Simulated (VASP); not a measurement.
Input of a VASP 6.6.1 run:

INCAR

```
PREC     = Accurate       # precision mode
ENCUT    = 520            # plane-wave cutoff, eV
EDIFF    = 1E-7           # SCF threshold, eV
ISMEAR   = -1             # smearing method
SIGMA    = 0.02           # smearing width, eV
LREAL    = F              # projectors in reciprocal space
LASPH    = T              # aspherical terms in the spheres
NELM     = 60             # most SCF steps
ALGO     = Normal         # electronic algorithm
ISIF     = 2              # what is computed and relaxed
LWAVE    = F              # write WAVECAR
LCHARG   = F              # write CHGCAR
GGA      = PE             # functional
NBANDS   = 15             # bands
```

KPOINTS

```
regular mesh
0
Gamma
  8 8 8
```

Contents of POSCAR:

```
SrO
1.0
    3.1028650697     -0.0808296351      0.0000000000
   -0.0808296351      3.1028650697      0.0000000000
    0.0000000000      0.0000000000      3.1028650697
Sr O
1 1
Direct
    0.0000000000      0.0000000000      0.0000000000
    0.5000000000      0.5000000000      0.5000000000
```

Potentials or basis: VASP PAW PBE potentials, release 64 (Sr_sv, O).

Launch:

```sh
$ cat potpaw_PBE.64/Sr_sv/POTCAR potpaw_PBE.64/O/POTCAR > POTCAR
$ mpirun -np 1 vasp_std > vasp.out
```

(1) Estimate the band gap on the k mesh.

(2) Estimate the pressure.

## Answers

(1) 2.76 eV, indirect (least direct gap 2.81 eV).

(2) 3.9 GPa.

Caveat: the cell differs from its parent crystal (shear xy strain -5.2%).
